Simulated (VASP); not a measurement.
# TaN (P-62m) in VASP: notebook, part 2 of 2

VASP 6.6.1. The steps go on from the part before.

### 3 Single point, r2SCAN+D3(BJ)

This run uses another cell than the first one, of the same volume but with other edges.

POSCAR

```
TaN
1.0
    5.1440400000      0.0000000000      0.0000000000
   -2.5720200000      4.4548693200      0.0000000000
    0.0000000000      0.0000000000      2.9701050913
Ta N
3 3
Direct
    0.3333333333      0.6666666667      0.5000000000
    0.6666666667      0.3333333333      0.5000000000
    0.0000000000      0.0000000000      0.0000000000
    0.3928500000      0.0000000000      0.0000000000
    0.6071500000      0.6071500000      0.0000000000
    0.0000000000      0.3928500000      0.0000000000
```

INCAR.step1

```
ALGO = Normal ; EDIFF = 1E-4
ENCUT = 520 ; GGA = PE
ISMEAR = -1 ; LASPH = True
LCHARG = False ; LREAL = False
LWAVE = True ; NBANDS = 33
NELM = 100 ; PREC = Accurate
SIGMA = 0.1
```

INCAR.step2

```
ALGO = Normal ; EDIFF = 1E-6
ENCUT = 520 ; ISIF = 2
ISMEAR = -1 ; ISTART = 1
IVDW = 12 ; LASPH = True
LCHARG = False ; LMIXTAU = True
LREAL = False ; LWAVE = False
METAGGA = R2SCAN ; NBANDS = 33
NELM = 100 ; PREC = Accurate
SIGMA = 0.1 ; VDW_A1 = 0.49484001
VDW_A2 = 5.73083694 ; VDW_S6 = 1.0
VDW_S8 = 0.78981345
```

KPOINTS

```
k-points
0
Gamma
  8 8 12
```

Potentials or basis: VASP PAW PBE potentials, release 64 (Ta_pv, N).

Launch:

```bash
$ cat potpaw_PBE.64/Ta_pv/POTCAR potpaw_PBE.64/N/POTCAR > POTCAR
$ cp INCAR.step1 INCAR
$ mpirun -np 1 vasp_std > vasp.out
$ cp INCAR.step2 INCAR
$ mpirun -np 1 vasp_std > vasp.out
```

OUTCAR:

```text
EDIFF = 1E-6
   ENCUT = 520
   ISIF = 2
   ISMEAR = -1
   ISTART = 1
   IVDW = 12
   LASPH = True
   LREAL = False
   METAGGA = R2SCAN
   NELM = 100
   PREC = Accurate
 IVDW          = 12

 ion  position               nearest neighbor table
   1  0.333  0.667  0.500-   5 2.17   5 2.17   6 2.17   6 2.17   4 2.17   4 2.17   2 2.97   2 2.97
                             2 2.97   3 3.32   3 3.32   3 3.32   3 3.32   3 3.32   3 3.32
   2  0.667  0.333  0.500-   6 2.17   6 2.17   4 2.17   4 2.17   5 2.17   5 2.17   1 2.97   1 2.97
                             1 2.97   3 3.32   3 3.32   3 3.32   3 3.32   3 3.32   3 3.32
   3  0.000  0.000  0.000-   4 2.02   5 2.02   6 2.02   2 3.32   1 3.32   1 3.32   2 3.32   2 3.32
                             2 3.32   1 3.32   1 3.32   2 3.32   2 3.32   1 3.32   1 3.32
   4  0.393  0.000  0.000-   3 2.02   1 2.17   1 2.17   2 2.17   2 2.17
   5  0.607  0.607  0.000-   3 2.02   1 2.17   1 2.17   2 2.17   2 2.17
   6  0.000  0.393  0.000-   3 2.02   2 2.17   2 2.17   1 2.17   1 2.17

  LATTYP: Found a hexagonal cell.
 ALAT       =     5.1440400000
 C/A-ratio  =     0.5773876353

  Lattice vectors:

 A1 = (   5.1440400000,   0.0000000000,   0.0000000000)
 A2 = (  -2.5720200000,   4.4548693200,   0.0000000000)
[... 188 lines left out ...]
 fundamental gap:      0.0466306724
 Fermi energy:         8.3778881199

 k-point     1 :       0.0000    0.0000    0.0000
  band No.  band energies     occupation
      1     -29.2765      2.00000
      2     -29.2765      2.00000
      3     -28.8906      2.00000
      4     -28.8906      2.00000
      5     -28.7764      2.00000
      6     -28.6519      2.00000
[... 853 lines left out ...]
     32      12.4785      0.00000
     33      12.5442      0.00000

 [... further k-points ...]

------------------------ aborting loop because EDIFF is reached ----------------------------------------

 Edisp (eV)   -1.25417

 E8    (eV) :    -0.4655

  FORCE on cell =-STRESS in cart. coord.  units (eV):
  Direction    XX          YY          ZZ          XY          YZ          ZX
  --------------------------------------------------------------------------------------
  -------------------------------------------------------------------------------------
  Total       1.72427     1.72427    -4.92741     0.00000     0.00000     0.00000
  in kB      40.58858    40.58858  -115.98931     0.00000     0.00000     0.00000
  external pressure =      -11.60 kB  Pullay stress =        0.00 kB

 VOLUME and BASIS-vectors are now :
 -----------------------------------------------------------------------------
  energy-cutoff  :      520.00
  volume of cell :       68.06
      direct lattice vectors                 reciprocal lattice vectors
     5.144040000  0.000000000  0.000000000     0.194399733  0.112236738  0.000000000
    -2.572020000  4.454869320  0.000000000     0.000000000  0.224473476  0.000000000
     0.000000000  0.000000000  2.970105091     0.000000000  0.000000000  0.336688423

 POSITION                                       TOTAL-FORCE (eV/Angst)
 -----------------------------------------------------------------------------------
     -0.00000      2.96991      1.48505         0.000000     -0.000000      0.000000
      2.57202      1.48496      1.48505         0.000000     -0.000000      0.000000
      0.00000      0.00000      0.00000         0.000000     -0.000000      0.000000
      2.02084      0.00000      0.00000         0.115416     -0.000000     -0.000000
      1.56160      2.70477      0.00000        -0.057708     -0.099953      0.000000
     -1.01042      1.75010      0.00000        -0.057708      0.099953      0.000000
 -----------------------------------------------------------------------------------
    total drift:                                0.000002      0.000003      0.000000

  FREE ENERGIE OF THE ION-ELECTRON SYSTEM (eV)
  ---------------------------------------------------
  free  energy   TOTEN  =      -182.5008902262 eV

  energy  without entropy=     -182.4833328037  energy(sigma->0) =     -182.49211151
```

OSZICAR.step1:

```text
N       E                     dE             d eps       ncg     rms          rms(c)
DAV:   1     0.445359100375E+03    0.44536E+03   -0.26047E+04  4628   0.152E+03
DAV:   2    -0.483235692184E+02   -0.49368E+03   -0.47018E+03  5338   0.449E+02
DAV:   3    -0.768609834269E+02   -0.28537E+02   -0.28082E+02  5652   0.104E+02
DAV:   4    -0.774244129199E+02   -0.56343E+00   -0.56020E+00  5759   0.146E+01
DAV:   5    -0.774377686745E+02   -0.13356E-01   -0.13338E-01  5956   0.177E+00    0.435E+01
DAV:   6    -0.676447705353E+02    0.97930E+01   -0.49184E+01  5880   0.378E+01    0.180E+01
DAV:   7    -0.674866071477E+02    0.15816E+00   -0.24210E+00  5709   0.842E+00    0.108E+01
DAV:   8    -0.674370930842E+02    0.49514E-01   -0.41187E-01  5559   0.380E+00    0.113E+00
DAV:   9    -0.674181663162E+02    0.18927E-01   -0.52917E-02  5874   0.155E+00    0.364E-01
DAV:  10    -0.674177022455E+02    0.46407E-03   -0.11740E-02  5672   0.553E-01    0.194E-01
DAV:  11    -0.674175957226E+02    0.10652E-03   -0.23589E-03  5971   0.302E-01    0.482E-02
DAV:  12    -0.674175476392E+02    0.48083E-04   -0.22384E-04  4238   0.903E-02
   1 F= -.67417548E+02 E0= -.67407445E+02  d E =-.202045E-01
```

Wall time 12 min (1 thread of Intel Xeon 8259CL, shared host); peak memory 0.29 GiB.

Results:

```yaml
Free_energy: -182.5009 eV
Pressure: -1.2 GPa
Largest_force: 0.115 eV/Å
Band_gap_on_the_k_mesh: zero (bands 24 and 25 overlap by 2.82 eV)
Dispersion_energy_per_atom: -0.209 eV
```

Forces in eV/Å, atoms in the order of the input:
```
Ta   0.000  0.000  0.000
Ta   0.000  0.000  0.000
Ta   0.000  0.000  0.000
N    0.115  0.000  0.000
N   -0.058 -0.100  0.000
N   -0.058  0.100  0.000
```

Stress tensor (GPa, compression positive):
```
  4.06   0.00   0.00
  0.00   4.06   0.00
  0.00   0.00 -11.60
```

Caveat: the PAW data sets were made with another functional, which shifts forces and pressure a little; spin-orbit coupling is left out, which moves the levels of the heavy elements.

### 4 Single point, r2SCAN+D3(BJ)

This run uses another cell than the first one, of the same volume but with other edges.

Changes to POSCAR since step 3:

```diff
@@ -2,5 +2,5 @@
 1.0
-    5.1440400000      0.0000000000      0.0000000000
-   -2.5720200000      4.4548693200      0.0000000000
-    0.0000000000      0.0000000000      2.9701050913
+    5.1960000000      0.0000000000      0.0000000000
+   -2.5980000000      4.4998680000      0.0000000000
+    0.0000000000      0.0000000000      2.9110000000
 Ta N
```

INCAR.step1

```
SYSTEM = TaN
PREC = Accurate
ENCUT = 520
ISMEAR = -1
SIGMA = 0.1
LREAL = .FALSE.
LASPH = .TRUE.
NELM = 80
NBANDS = 33
GGA = PE
ALGO = Normal
EDIFF = 1E-4
LWAVE = .TRUE.
LCHARG = .FALSE.
```

INCAR.step2

```
SYSTEM = TaN
PREC = Accurate
ENCUT = 520
EDIFF = 1E-6
ISMEAR = -1
SIGMA = 0.1
LREAL = .FALSE.
LASPH = .TRUE.
NELM = 80
ALGO = Normal
ISIF = 2
LWAVE = .FALSE.
LCHARG = .FALSE.
METAGGA = R2SCAN
LMIXTAU = .TRUE.
IVDW = 12
VDW_S6 = 1.0
VDW_S8 = 0.78981345
VDW_A1 = 0.49484001
VDW_A2 = 5.73083694
NBANDS = 33
ISTART = 1
```

KPOINTS

```
regular mesh
0
G
  8 8 12
  0 0 0
```

Potentials or basis: VASP PAW PBE potentials, release 64 (Ta_pv, N).

Launch:

```bash
$ cat potpaw_PBE.64/Ta_pv/POTCAR potpaw_PBE.64/N/POTCAR > POTCAR
$ cp INCAR.step1 INCAR
$ mpirun -np 1 vasp_std > vasp.out
$ cp INCAR.step2 INCAR
$ mpirun -np 1 vasp_std > vasp.out
```

OUTCAR:

```text
SYSTEM = TaN
   PREC = Accurate
   ENCUT = 520
   EDIFF = 1E-6
   ISMEAR = -1
   LREAL = .FALSE.
   LASPH = .TRUE.
   NELM = 80
   ISIF = 2
   METAGGA = R2SCAN
   IVDW = 12
   ISTART = 1
 IVDW          = 12

 ion  position               nearest neighbor table
   1  0.333  0.667  0.500-   5 2.16   5 2.16   6 2.16   6 2.16   4 2.16   4 2.16   2 3.00   2 3.00
                             2 3.00   3 3.33   3 3.33   3 3.33   3 3.33   3 3.33   3 3.33
   2  0.667  0.333  0.500-   6 2.16   6 2.16   4 2.16   4 2.16   5 2.16   5 2.16   1 3.00   1 3.00
                             1 3.00   3 3.33   3 3.33   3 3.33   3 3.33   3 3.33   3 3.33
   3  0.000  0.000  0.000-   4 2.04   5 2.04   6 2.04   2 3.33   1 3.33   1 3.33   2 3.33   2 3.33
                             2 3.33   1 3.33   1 3.33   2 3.33   2 3.33   1 3.33   1 3.33
   4  0.393  0.000  0.000-   3 2.04   1 2.16   1 2.16   2 2.16   2 2.16
   5  0.607  0.607  0.000-   3 2.04   1 2.16   1 2.16   2 2.16   2 2.16
   6  0.000  0.393  0.000-   3 2.04   2 2.16   2 2.16   1 2.16   1 2.16

  LATTYP: Found a hexagonal cell.
 ALAT       =     5.1960000000
 C/A-ratio  =     0.5602386451

  Lattice vectors:

 A1 = (   5.1960000000,   0.0000000000,   0.0000000000)
 A2 = (  -2.5980000000,   4.4998680000,   0.0000000000)
 A3 = (   0.0000000000,   0.0000000000,   2.9110000000)

Analysis of symmetry for initial positions (statically):
=====================================================================
 Subroutine PRICEL returns:
 Original cell was already a primitive cell.

 Routine SETGRP: Setting up the symmetry group for a
 hexagonal supercell.

 Subroutine GETGRP returns: Found 12 space group operations
 (whereof 12 operations were pure point group operations)
 out of a pool of 24 trial point group operations.

The static configuration has the point symmetry D_3h.

Analysis of symmetry for dynamics (positions and initial velocities):
=====================================================================
 Subroutine PRICEL returns:
[... 139 lines left out ...]
  Fermi-wavevector in a.u.,A,eV,Ry     =   1.457197  2.753703 28.890916  2.123422
  Thomas-Fermi vector in A             =   2.574026
   LORBIT       =      0    0 simple, 1 ext, 2 COOP (PROOUT), +10 PAW based schemes
   METAGGA = R2SCAN    functional components
   LHFCALC =     F    Hartree Fock is set to
   AEXX    =    0.0000 exact exchange contribution
   IVDW    =    12    specifies the selected vdW correction
   LEPSILON=     F    determine dielectric tensor
   LRPA    =     F    only Hartree local field effects (RPA)
 non-spin polarized calculation
  energy-cutoff  :      520.00
  volume of cell :       68.06
 maximum number of plane-waves:      1858
 NGX is ok and might be reduce to    40

 number of electron      48.0000002 magnetization

 Free energy of the ion-electron system (eV)
  ---------------------------------------------------
  ext. energy  EPLUGINS =         0.00000000
  ---------------------------------------------------
  free energy    TOTEN  =      -181.31642182 eV

  energy without entropy =     -181.29678055  energy(sigma->0) =     -181.30660118

 E-fermi :   8.3919     XC(G=0): -13.9867

 val. band max:        8.3412358995   @ k =   0.1250   0.1250   0.1667
 cond. band min:       8.4331429732   @ k =   0.2500   0.0000   0.4167
 fundamental gap:      0.0919070737
 Fermi energy:         8.3918728731

 k-point     1 :       0.0000    0.0000    0.0000
  band No.  band energies     occupation
      1     -29.2725      2.00000
      2     -29.2725      2.00000
      3     -28.9018      2.00000
      4     -28.9018      2.00000
      5     -28.7201      2.00000
      6     -28.6082      2.00000
[... 853 lines left out ...]
     32      12.3800      0.00000
     33      12.6135      0.00000

 [... further k-points ...]

------------------------ aborting loop because EDIFF is reached ----------------------------------------

 Edisp (eV)   -1.25424

 E8    (eV) :    -0.4655

  FORCE on cell =-STRESS in cart. coord.  units (eV):
  Direction    XX          YY          ZZ          XY          YZ          ZX
  --------------------------------------------------------------------------------------
  -------------------------------------------------------------------------------------
  Total      -0.36520    -0.36520    -0.60479     0.00000     0.00000     0.00000
  in kB      -8.59674    -8.59674   -14.23642     0.00000     0.00000     0.00000
  external pressure =      -10.48 kB  Pullay stress =        0.00 kB

 VOLUME and BASIS-vectors are now :
 -----------------------------------------------------------------------------
  energy-cutoff  :      520.00
  volume of cell :       68.06
      direct lattice vectors                 reciprocal lattice vectors
     5.196000000  0.000000000  0.000000000     0.192455735  0.111114370  0.000000000
    -2.598000000  4.499868000  0.000000000     0.000000000  0.222228741  0.000000000
     0.000000000  0.000000000  2.911000000     0.000000000  0.000000000  0.343524562

 POSITION                                       TOTAL-FORCE (eV/Angst)
 -----------------------------------------------------------------------------------
     -0.00000      2.99991      1.45550         0.000000     -0.000000     -0.000000
      2.59800      1.49996      1.45550         0.000000     -0.000000     -0.000000
      0.00000      0.00000      0.00000         0.000000     -0.000000     -0.000000
      2.04125      0.00000      0.00000        -0.035299     -0.000000      0.000000
      1.57738      2.73209      0.00000         0.017650      0.030570      0.000000
     -1.02062      1.76777      0.00000         0.017650     -0.030570     -0.000000
 -----------------------------------------------------------------------------------
    total drift:                                0.000003      0.000004      0.000000

  FREE ENERGIE OF THE ION-ELECTRON SYSTEM (eV)
  ---------------------------------------------------
  free  energy   TOTEN  =      -182.5706597959 eV

  energy  without entropy=     -182.5510185202  energy(sigma->0) =     -182.56083916
```

OUTCAR.step1:

```text
SYSTEM = TaN
   PREC = Accurate
   ENCUT = 520
   ISMEAR = -1
   LREAL = .FALSE.
   LASPH = .TRUE.
   NELM = 80
[... 1103 lines left out ...]
      2.04125      0.00000      0.00000         0.040794     -0.000000     -0.000000
      1.57738      2.73209      0.00000        -0.020397     -0.035329      0.000000
     -1.02062      1.76777      0.00000        -0.020397      0.035329      0.000000
 -----------------------------------------------------------------------------------
    total drift:                               -0.000002     -0.000004      0.000000

  FREE ENERGIE OF THE ION-ELECTRON SYSTEM (eV)
  ---------------------------------------------------
  free  energy   TOTEN  =       -67.4855971488 eV

  energy  without entropy=      -67.4631984967  energy(sigma->0) =      -67.47439782
```

OSZICAR.step1:

```text
N       E                     dE             d eps       ncg     rms          rms(c)
DAV:   1     0.448406208419E+03    0.44841E+03   -0.25973E+04  4620   0.152E+03
DAV:   2    -0.477666052163E+02   -0.49617E+03   -0.47194E+03  5323   0.448E+02
DAV:   3    -0.767884639325E+02   -0.29022E+02   -0.28557E+02  5570   0.105E+02
DAV:   4    -0.773742973463E+02   -0.58583E+00   -0.58178E+00  5757   0.147E+01
DAV:   5    -0.773881144600E+02   -0.13817E-01   -0.13795E-01  5894   0.181E+00    0.436E+01
DAV:   6    -0.677166589376E+02    0.96715E+01   -0.48702E+01  5921   0.375E+01    0.181E+01
DAV:   7    -0.675551017623E+02    0.16156E+00   -0.23046E+00  5649   0.830E+00    0.108E+01
DAV:   8    -0.675057843887E+02    0.49317E-01   -0.40608E-01  5689   0.380E+00    0.109E+00
DAV:   9    -0.674864400745E+02    0.19344E-01   -0.50079E-02  5825   0.162E+00    0.402E-01
DAV:  10    -0.674857885477E+02    0.65153E-03   -0.14914E-02  5722   0.596E-01    0.203E-01
DAV:  11    -0.674856578570E+02    0.13069E-03   -0.28956E-03  5791   0.324E-01    0.538E-02
DAV:  12    -0.674855971488E+02    0.60708E-04   -0.29115E-04  4384   0.100E-01
   1 F= -.67485597E+02 E0= -.67474398E+02  d E =-.223987E-01
```

Wall time 12 min (1 thread of Intel Xeon 8259CL, shared host); peak memory 0.29 GiB.

Results:

- Free energy: -182.5707 eV
- Pressure: -1.0 GPa
- Largest force: 0.035 eV/Å
- Band gap on the k mesh: zero (bands 24 and 25 overlap by 3.26 eV)
- Dispersion energy per atom: -0.209 eV

Forces on the atoms (eV/Å):
```
Ta   0.000  0.000  0.000
Ta   0.000  0.000  0.000
Ta   0.000  0.000  0.000
N   -0.035  0.000  0.000
N    0.018  0.031  0.000
N    0.018 -0.031  0.000
```

Stress tensor (GPa, compression positive):
```
-0.86  0.00  0.00
 0.00 -0.86  0.00
 0.00  0.00 -1.42
```

Caveat: the PAW data sets were made with another functional, which shifts forces and pressure a little; spin-orbit coupling is left out, which moves the levels of the heavy elements.

### 5 Single point, r2SCAN+D3(BJ)

This run uses another cell than the first one, of the same volume but with other edges.

Changes to POSCAR since step 4:

```diff
@@ -2,5 +2,5 @@
 1.0
-    5.1960000000      0.0000000000      0.0000000000
-   -2.5980000000      4.4998680000      0.0000000000
-    0.0000000000      0.0000000000      2.9110000000
+    5.2479600000      0.0000000000      0.0000000000
+   -2.6239800000      4.5448666800      0.0000000000
+    0.0000000000      0.0000000000      2.8536417998
 Ta N
```

Changes to INCAR.step1 since step 4:

```diff
@@ -7,3 +7,3 @@
 LASPH = .TRUE.
-NELM = 80
+NELM = 100
 NBANDS = 33
```

Changes to INCAR.step2 since step 4:

```diff
@@ -8,3 +8,3 @@
 LASPH = .TRUE.
-NELM = 80
+NELM = 100
 ALGO = Normal
@@ -16,2 +16,3 @@
 IVDW = 12
+NBANDS = 33
 VDW_S6 = 1.0
@@ -20,3 +21,2 @@
 VDW_A2 = 5.73083694
-NBANDS = 33
 ISTART = 1
```

KPOINTS is that of step 4.

Launch:

```bash
$ cat potpaw_PBE.64/Ta_pv/POTCAR potpaw_PBE.64/N/POTCAR > POTCAR
$ cp INCAR.step1 INCAR
$ mpirun -np 1 vasp_std > vasp.out
$ cp INCAR.step2 INCAR
$ mpirun -np 1 vasp_std > vasp.out
```

Run time: 9.6 min. Hardware: 1 thread of Intel Xeon 8259CL, shared host; peak memory 0.29 GiB.

Results (log left out):

- Free energy: -182.5100 eV
- Pressure: -0.5 GPa
- Largest force: 0.171 eV/Å
- Band gap on the k mesh: zero (bands 24 and 25 overlap by 3.17 eV)
- Dispersion energy per atom: -0.209 eV

Forces in eV/Å, atoms in the order of the input:
```
Ta   0.000  0.000  0.000
Ta   0.000  0.000  0.000
Ta   0.000  0.000  0.000
N   -0.171  0.000  0.000
N    0.086  0.148  0.000
N    0.086 -0.148  0.000
```

Stress tensor (GPa, compression positive):
```
-5.53  0.00  0.00
 0.00 -5.53  0.00
 0.00  0.00  9.58
```

Levels at points of the mesh, in eV from the Fermi level:
| k point | band 20 | band 21 | band 22 | band 23 | band 24 | band 25 | band 26 | band 27 | band 28 | band 29 |
| --- | --- | --- | --- | --- | --- | --- | --- | --- | --- | --- |
| (0.00, 0.00, 0.00) | -5.46 | -4.62 | -3.44 | -2.32 | -1.10 | -1.10 | 0.94 | 0.94 | 1.41 | 2.17 |
| (0.50, 0.00, 0.00) | -4.70 | -4.44 | -4.28 | -3.15 | -2.88 | 1.45 | 1.97 | 2.01 | 2.43 | 2.72 |
| (0.00, 0.00, 0.50) | -4.92 | -4.67 | -3.09 | -3.09 | 1.81 | 1.81 | 2.22 | 2.22 | 2.33 | 3.36 |
| (0.50, 0.00, 0.50) | -5.06 | -4.45 | -3.45 | -2.06 | -1.18 | 0.48 | 1.47 | 3.20 | 3.36 | 3.51 |

Caveat: the PAW data sets were made with another functional, which shifts forces and pressure a little; spin-orbit coupling is left out, which moves the levels of the heavy elements.

### 6 Overview

```csv
cell,gap on the mesh (eV),pressure (GPa),largest force (eV/Å)
"a = 5.092, b = 5.092, c = 3.031 Å, angles 90.0, 90.0, 120.0°, 6 atoms",none,-0.8,0.29
"a = 5.144, b = 5.144, c = 2.970 Å, angles 90.0, 90.0, 120.0°, 6 atoms",none,-1.2,0.12
"a = 5.196, b = 5.196, c = 2.911 Å, angles 90.0, 90.0, 120.0°, 6 atoms",none,-1.0,0.04
"a = 5.248, b = 5.248, c = 2.854 Å, angles 90.0, 90.0, 120.0°, 6 atoms",none,-0.5,0.17
```

Alike in all rows: task single point; level r2SCAN+D3(BJ); potentials or basis VASP PAW PBE potentials, release 64 (Ta_pv, N); no spin polarisation; k mesh 8 × 8 × 12; cutoff (eV) 520; smearing fermi-dirac 0.1 eV.

Caveats: the PAW data sets were made with another functional, which shifts forces and pressure a little; spin-orbit coupling is left out, which moves the levels of the heavy elements.

Absolute energies hang on the potentials; compare differences alone.
